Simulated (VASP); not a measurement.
MgO (Periclase): relaxation of cell and atoms with LDA

The system is MgO (Periclase).

```
CELL_PARAMETERS angstrom
0.00000 2.10850 2.10850
2.10850 0.00000 2.10850
2.10850 2.10850 0.00000
ATOMIC_POSITIONS crystal
Mg 0.00000 0.00000 0.00000
O 0.50000 0.50000 0.50000
```

| Property | Result |
| --- | --- |
| Program | VASP 6.6.1 |
| Task | relaxation of cell and atoms |
| Functional | LDA |
| Potentials or basis | VASP PAW LDA potentials, release 64 (Mg, O) |
| Cutoff | 600 eV |
| k mesh | 8 × 8 × 8 |
| Occupations | gaussian, width 0.01 eV |
| Spin | no spin polarisation |
| Dipole correction | no |
| Further INCAR settings | ALGO = Normal; EDIFF = 1e-06; IBRION = 2; EDIFFG = -0.01; NSW = 80; ISIF = 3 |

| Quantity | Value |
| --- | --- |
| Relaxed volume | 8.89 Å³/atom |
| Relaxed cell | a = 2.930 Å, b = 2.930 Å, c = 2.930 Å, α = 60.00°, β = 60.00°, γ = 60.00° |
| Space group after relaxing (to 0.05 Å) | Fm-3m (No. 225) |
| Energy gained by relaxing | 13.4 meV/atom |
| Ionic steps | 3 |
| Pressure after relaxing | 0.0 GPa |
| Band gap on the k mesh | 5.16 eV, direct |

The path:
| step | energy change (eV) | largest force (eV/Å) | pressure (GPa) | volume (Å³) |
| --- | --- | --- | --- | --- |
| 1 | 0.0000 | 0.0000 | -8.46 | 18.75 |
| 2 | -0.0228 | 0.0000 | 3.67 | 17.44 |
| 3 | -0.0267 | 0.0000 | 0.02 | 17.78 |

Final structure:
```cif
data_structure
_symmetry_space_group_name_H-M 'P 1'
_symmetry_Int_Tables_number 1
_cell_length_a 2.9297
_cell_length_b 2.9297
_cell_length_c 2.9297
_cell_angle_alpha 60.000
_cell_angle_beta 60.000
_cell_angle_gamma 60.000
_cell_volume 17.78
loop_
_atom_site_label
_atom_site_type_symbol
_atom_site_fract_x
_atom_site_fract_y
_atom_site_fract_z
_atom_site_occupancy
Mg1 Mg 0.00000 0.00000 0.00000 1
O1 O 0.50000 0.50000 0.50000 1
```

Levels at points of the mesh, in eV from the valence-band top:
| k point | band 1 | band 2 | band 3 | band 4 | band 5 | band 6 | band 7 | band 8 |
| --- | --- | --- | --- | --- | --- | --- | --- | --- |
| (0.00, 0.00, 0.00) | -17.27 | 0.00 | 0.00 | 0.00 | 5.16 | 15.80 | 15.80 | 15.80 |
| (0.50, 0.00, 0.00) | -15.78 | -4.92 | -0.72 | -0.72 | 8.05 | 12.96 | 16.51 | 16.51 |
| (0.50, 0.50, 0.00) | -15.49 | -4.36 | -1.44 | -1.44 | 8.94 | 10.25 | 13.42 | 19.39 |

It took 5.7 s on 1 thread of Intel(R) Xeon(R) Platinum 8375C CPU @ 2.90GHz (Ice Lake), with other jobs on the host, peak memory 0.14 GiB.

Expect the measured gap to be larger: semilocal functionals such as LDA lack the derivative discontinuity. LDA usually gives volumes a few per cent too small.
